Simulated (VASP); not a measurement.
Mo: single point with PBE

Mo:

```
CELL_PARAMETERS angstrom
2.69643 1.55679 9.01707
-2.69643 1.55679 9.01707
0.00000 -3.11357 9.01707
ATOMIC_POSITIONS crystal
Mo 0.04382 0.55151 0.04382
Mo 0.04382 0.04382 0.55151
Mo 0.55151 0.04382 0.04382
Mo 0.95618 0.44849 0.95618
Mo 0.44849 0.95618 0.95618
Mo 0.95618 0.95618 0.44849
Mo 0.20905 0.70238 0.20905
Mo 0.20905 0.20905 0.70238
Mo 0.70238 0.20905 0.20905
Mo 0.79095 0.29762 0.79095
Mo 0.29762 0.79095 0.79095
Mo 0.79095 0.79095 0.29762
```

```yaml
Program: VASP 6.6.1
Task: single point
Functional: PBE
Potentials_or_basis: VASP PAW PBE potentials, release 64 (Mo_sv)
Cutoff: 520 eV
k_mesh: 6 × 6 × 6
Occupations: gaussian, width 0.1 eV
Spin: no spin polarisation
```

The pressure is 0.4 GPa, the largest force is 0.015 eV/Å and the band gap on the k mesh is zero (bands 84 and 85 overlap by 1.45 eV).

Forces on the atoms (eV/Å):
```
Mo   0.008 -0.005  0.012
Mo   0.000  0.010  0.012
Mo  -0.008 -0.005  0.012
Mo  -0.008  0.005 -0.012
Mo   0.008  0.005 -0.012
Mo   0.000 -0.010 -0.012
Mo   0.005 -0.003  0.003
Mo   0.000  0.006  0.003
Mo  -0.005 -0.003  0.003
Mo  -0.005  0.003 -0.003
Mo   0.005  0.003 -0.003
Mo   0.000 -0.006 -0.003
```

Stress tensor (GPa, compression positive):
```
0.36 0.00 0.00
0.00 0.36 0.00
0.00 0.00 0.49
```

Levels at points of the mesh, in eV from the Fermi level:
| k point | band 80 | band 81 | band 82 | band 83 | band 84 | band 85 | band 86 | band 87 |
| --- | --- | --- | --- | --- | --- | --- | --- | --- |
| (0.00, 0.00, 0.00) | -0.72 | 0.55 | 0.55 | 0.97 | 1.07 | 1.07 | 1.31 | 1.32 |
| (0.50, 0.00, 0.00) | -1.01 | -0.74 | -0.74 | -0.56 | -0.28 | -0.24 | 0.11 | 0.32 |
| (0.50, 0.50, 0.00) | -0.96 | -0.93 | -0.76 | -0.58 | -0.46 | -0.38 | 0.12 | 0.21 |
| (0.50, 0.50, 0.50) | 0.18 | 0.25 | 0.25 | 0.88 | 0.88 | 0.93 | 0.93 | 0.94 |

It took 18 min on 1 thread of Intel(R) Xeon(R) 6975P-C (Granite Rapids), on a shared host, peak memory 0.98 GiB.
